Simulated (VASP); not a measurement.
Wanted: the native input for a VASP 6.6.1 run.

| Quantity | Value |
| --- | --- |
| Task | single point |
| Functional | PBE |
| Potentials or basis | VASP PAW PBE potentials, release 64 (B, As_d) |
| Cutoff | 560 eV |
| k mesh | 3 × 3 × 3 |
| Occupations | gaussian, width 0.2 eV |
| Spin | no spin polarisation |
| Dipole correction | no |
| Further INCAR settings | ALGO = Normal; EDIFF = 1e-06; NBANDS = 52 |

The structure of B3As5 lies in POSCAR:

```
B3As5
1.0
    3.1999245178      1.8474772804      3.8068378863
   -3.1999245178      1.8474772804      3.8068378863
    0.0000000000     -3.6949545648      3.8068378844
B As
3 5
Direct
    0.0000000000      0.0000000000      0.0000000000
    0.4268781172      0.4268781172      0.4268781172
    0.5731218828      0.5731218828      0.5731218828
    0.5000000000      0.5000000000      0.0000000000
    0.0000000000      0.5000000000      0.5000000000
    0.5000000000      0.0000000000      0.5000000000
    0.8297730255      0.8297730255      0.8297730255
    0.1702269745      0.1702269745      0.1702269745
```

The cell was generated, and may not be a known phase.

The input as run:

INCAR

```
PREC     = Accurate       # precision mode
ENCUT    = 560            # plane-wave cutoff, eV
EDIFF    = 1E-6           # SCF threshold, eV
ISMEAR   = 0              # smearing method
SIGMA    = 0.2            # smearing width, eV
LREAL    = False          # projectors in reciprocal space
LASPH    = True           # aspherical terms in the spheres
NELM     = 120            # most SCF steps
ALGO     = Normal         # electronic algorithm
ISIF     = 2              # what is computed and relaxed
LWAVE    = False          # write WAVECAR
LCHARG   = False          # write CHGCAR
GGA      = PE             # functional
NBANDS   = 52             # bands
GGA_COMPAT= False
```

KPOINTS

```
regular mesh
0
Gamma
  3 3 3
```

Potentials or basis: VASP PAW PBE potentials, release 64 (B, As_d).

The run is started by

```console
$ cat potpaw_PBE.64/B/POTCAR potpaw_PBE.64/As_d/POTCAR > POTCAR
$ mpirun -np 1 vasp_std > vasp.out
```

It gave:

```json
{
 "Pressure": "-0.1 GPa",
 "Largest force": "0.036 eV/Å",
 "Band gap on the k mesh": "zero (bands 42 and 43 overlap by 1.62 eV)"
}
```

Caveat: the k points lie up to 0.42 Å⁻¹ apart, too coarse for converged energies and pressures of a metal.

Wall time 52 s on 1 thread of AMD EPYC 7R13 Processor (Zen 3), with other jobs on the host, peak memory 0.22 GiB.
